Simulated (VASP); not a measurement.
# LiF (Fm-3m) in VASP: relaxation of cell and atoms with PBE

Aim: the relaxation of cell and atoms of LiF with PBE.

Everything below comes from runs of VASP 6.6.1. Logs are shortened: lines on timing, memory, paths and dates and some standing lists are left out, and cuts for length are marked.

### Step 1. The cell of the first run

The structure is cubic, space group Fm-3m (No. 225). Conventional cell: a = 4.071 Å, b = 4.071 Å, c = 4.071 Å, α = 90.00°, β = 90.00°, γ = 90.00°. Within 2.7 Å of Li (site symmetry m-3m) lie 6 F at 2.04 Å. Within 2.7 Å of F (site symmetry m-3m) lie 6 Li at 2.04 Å.

The cell was generated, and may not be a known phase.

### Step 2. Relaxation of cell and atoms, PBE

File INCAR:

```
ALGO     = Normal         # electronic algorithm
EDIFF    = 1E-7           # SCF threshold, eV
EDIFFG   = -0.01          # ionic threshold
ENCUT    = 1350           # plane-wave cutoff, eV
GGA      = PE             # functional
GGA_COMPAT= False        
IBRION   = 2              # ionic algorithm
ISIF     = 3              # what is computed and relaxed
ISMEAR   = 0              # smearing method
LASPH    = True           # aspherical terms in the spheres
LCHARG   = False          # write CHGCAR
LREAL    = False          # projectors in reciprocal space
LWAVE    = False          # write WAVECAR
NELM     = 120            # most SCF steps
NELMIN   = 4            
NSW      = 100            # ionic steps
PREC     = Accurate       # precision mode
SIGMA    = 0.02           # smearing width, eV
```

File KPOINTS:

```
k-points
0
Gamma
  10 10 10
```

File POSCAR:

```
LiF
1.0
    0.0000000000      2.0356153832      2.0356153832
    2.0356153832      0.0000000000      2.0356153832
    2.0356153832      2.0356153832      0.0000000000
Li F
1 1
Direct
    0.5000000000      0.5000000000      0.5000000000
    0.0000000000      0.0000000000      0.0000000000
```

Potentials or basis: VASP PAW PBE potentials, release 64 (Li_sv, F_h).

Command:

```sh
$ cat potpaw_PBE.64/Li_sv/POTCAR potpaw_PBE.64/F_h/POTCAR > POTCAR
$ mpirun -np 1 vasp_std > vasp.out
```

OUTCAR:

```text
EDIFF = 1E-7
   EDIFFG = -0.01
   ENCUT = 1350
   GGA = PE
   IBRION = 2
   ISIF = 3
   ISMEAR = 0
   LASPH = True
   LREAL = False
   NELM = 120
   NELMIN = 4
   NSW = 100
   PREC = Accurate

 ion  position               nearest neighbor table
   1  0.500  0.500  0.500-   2 2.04   2 2.04   2 2.04   2 2.04   2 2.04   2 2.04
   2  0.000  0.000  0.000-   1 2.04   1 2.04   1 2.04   1 2.04   1 2.04   1 2.04

  LATTYP: Found a face centered cubic cell.
 ALAT       =     4.0712307664

  Lattice vectors:

 A1 = (   0.0000000000,   2.0356153832,   2.0356153832)
 A2 = (   2.0356153832,   0.0000000000,   2.0356153832)
 A3 = (   2.0356153832,   2.0356153832,   0.0000000000)

Analysis of symmetry for initial positions (statically):
=====================================================================
 Subroutine PRICEL returns:
 Original cell was already a primitive cell.

 Routine SETGRP: Setting up the symmetry group for a
 face centered cubic supercell.

 Subroutine GETGRP returns: Found 48 space group operations
 (whereof 48 operations were pure point group operations)
 out of a pool of 48 trial point group operations.

The static configuration has the point symmetry O_h .

Analysis of symmetry for dynamics (positions and initial velocities):
=====================================================================
 Subroutine PRICEL returns:
 Original cell was already a primitive cell.

 Routine SETGRP: Setting up the symmetry group for a
 face centered cubic supercell.

 Subroutine GETGRP returns: Found 48 space group operations
 (whereof 48 operations were pure point group operations)
 out of a pool of 48 trial point group operations.

The dynamic configuration has the point symmetry O_h .

 Subroutine INISYM returns: Found 48 space group operations
 (whereof 48 operations are pure point group operations),
 and found     1 'primitive' translations

----------------------------------------------------------------------------------------

                                     Primitive cell

  volume of cell :      16.8701

  direct lattice vectors                    reciprocal lattice vectors
     0.000000000  2.035615383  2.035615383    -0.245625969  0.245625969  0.245625969
     2.035615383  0.000000000  2.035615383     0.245625969 -0.245625969  0.245625969
     2.035615383  2.035615383  0.000000000     0.245625969  0.245625969 -0.245625969

  length of vectors
     2.878794883  2.878794883  2.878794883     0.425436657  0.425436657  0.425436657

  position of ions in fractional coordinates (direct lattice)
[... 99 lines left out ...]
     AMIX_MAG =   1.60;   BMIX_MAG =  1.00
  volume/ion in A,a.u.               =       8.44        56.92
  Fermi-wavevector in a.u.,A,eV,Ry     =   1.375210  2.598771 25.731383  1.891203
  Thomas-Fermi vector in A             =   2.500567
   LORBIT       =      0    0 simple, 1 ext, 2 COOP (PROOUT), +10 PAW based schemes
   GGA     = PE    functional components
   LHFCALC =     F    Hartree Fock is set to
   AEXX    =    0.0000 exact exchange contribution
   IVDW    =     0    specifies the selected vdW correction
   LEPSILON=     F    determine dielectric tensor
   LRPA    =     F    only Hartree local field effects (RPA)
 conjugate gradient relaxation of ions
 non-spin polarized calculation
 Gauss-broadening in eV      SIGMA  =   0.02
  energy-cutoff  :     1350.00
  volume of cell :       16.87
 maximum number of plane-waves:      1917
   NGX = 17   NGY = 17   NGZ = 17

--------------------------------------- Ionic step        1  -------------------------------------------

 number of electron      10.0000000 magnetization

 number of electron       9.9999999 magnetization

 Free energy of the ion-electron system (eV)
  ---------------------------------------------------
  ext. energy  EPLUGINS =         0.00000000
  ---------------------------------------------------
  free energy    TOTEN  =        -9.64717908 eV

  energy without entropy =       -9.64717908  energy(sigma->0) =       -9.64717908

------------------------ aborting loop because EDIFF is reached ----------------------------------------

  FORCE on cell =-STRESS in cart. coord.  units (eV):
  Direction    XX          YY          ZZ          XY          YZ          ZX
  --------------------------------------------------------------------------------------
  -------------------------------------------------------------------------------------
  Total       -0.1003361     -0.1003361     -0.1003361      0.0000000     -0.0000000     -0.0000000
  in kB       -9.5290724     -9.5290724     -9.5290724      0.0000000     -0.0000000     -0.0000000
  external PRESSURE =      -9.5290724 kB  Pullay stress =       0.0000000 kB
[... 59 lines left out ...]
--------------------------------------- Ionic step        3  -------------------------------------------

 number of electron      10.0000000 magnetization

 Free energy of the ion-electron system (eV)
  ---------------------------------------------------
  ext. energy  EPLUGINS =         0.00000000
  ---------------------------------------------------
  free energy    TOTEN  =        -9.64787191 eV

  energy without entropy =       -9.64787191  energy(sigma->0) =       -9.64787191

 E-fermi :  -0.3830     XC(G=0):  -9.8948

 val. band max:       -0.6137985156   @ k =   0.0000   0.0000   0.0000
 cond. band min:       8.3008375114   @ k =   0.0000   0.0000   0.0000
 fundamental gap:      8.9146360271
 Fermi energy:        -0.3829882304

 k-point     1 :       0.0000    0.0000    0.0000
  band No.  band energies     occupation
      1     -41.5562      2.00000
      2     -20.5383      2.00000
      3      -0.6138      2.00000
      4      -0.6138      2.00000
      5      -0.6138      2.00000
      6       8.3008      0.00000
      7      23.1222      0.00000
      8      23.1222      0.00000
      9      23.1222      0.00000
[... 265 lines left out ...]
 k-point    24 :       0.4000    0.3000    0.0000
  band No.  band energies     occupation
      1     -41.5007      2.00000
      2     -20.0286      2.00000
      3      -2.8743      2.00000
      4      -1.4618      2.00000
      5      -1.3529      2.00000
      6      12.2947      0.00000
      7      16.0708      0.00000
      8      17.7174      0.00000
      9      19.3530      0.00000

 [... further k-points ...]

------------------------ aborting loop because EDIFF is reached ----------------------------------------

  FORCE on cell =-STRESS in cart. coord.  units (eV):
  Direction    XX          YY          ZZ          XY          YZ          ZX
  --------------------------------------------------------------------------------------
  -------------------------------------------------------------------------------------
  Total        0.0006038      0.0006038      0.0006038      0.0000000      0.0000000      0.0000000
  in kB        0.0581509      0.0581509      0.0581509      0.0000000      0.0000000      0.0000000
  external PRESSURE =       0.0581509 kB  Pullay stress =       0.0000000 kB
[... 17 lines left out ...]
  FREE ENERGIE OF THE ION-ELECTRON SYSTEM (eV)
  ---------------------------------------------------
  free  energy   TOTEN  =        -9.6478719094 eV

  energy  without entropy=       -9.6478719094  energy(sigma->0) =       -9.64787191

 reached required accuracy - stopping structural energy minimisation
```

Run time: 31 s. Hardware: 1 thread of Intel Xeon 6975P-C (Granite Rapids), shared host; peak memory 0.21 GiB.

What came out:

* Free energy: -9.6479 eV
* Relaxed volume: 8.32 Å³/atom
* Relaxed cell: a = 2.865 Å, b = 2.865 Å, c = 2.865 Å, α = 60.00°, β = 60.00°, γ = 60.00°
* Space group after relaxing (to 0.1 Å): Fm-3m (No. 225)
* Energy gained by relaxing: 0.3 meV/atom
* Ionic steps: 3
* Pressure after relaxing: 0.0 GPa
* Band gap on the k mesh: 8.91 eV

The path:
| step | energy change (eV) | largest force (eV/Å) | pressure (GPa) | volume (Å³) |
| --- | --- | --- | --- | --- |
| 1 | 0.0000 | 0.0000 | -0.95 | 16.87 |
| 2 | -0.0005 | 0.0000 | -0.46 | 16.75 |
| 3 | -0.0007 | 0.0000 | 0.01 | 16.64 |

Final structure:
```
CELL_PARAMETERS angstrom
0.00000 2.02621 2.02621
2.02621 0.00000 2.02621
2.02621 2.02621 0.00000
ATOMIC_POSITIONS crystal
Li 0.50000 0.50000 0.50000
F 0.00000 0.00000 0.00000
```

Levels at points of the mesh, in eV from the valence-band top:
```csv
k point,band 2,band 3,band 4,band 5,band 6,band 7,band 8,band 9
"(0.00, 0.00, 0.00)",-19.92,0.00,0.00,0.00,8.91,23.74,23.74,23.74
"(0.50, 0.00, 0.00)",-19.50,-2.46,-0.22,-0.22,10.69,16.51,18.76,18.76
"(0.50, 0.50, 0.00)",-19.25,-2.93,-0.97,-0.97,14.64,16.40,17.21,20.03
```
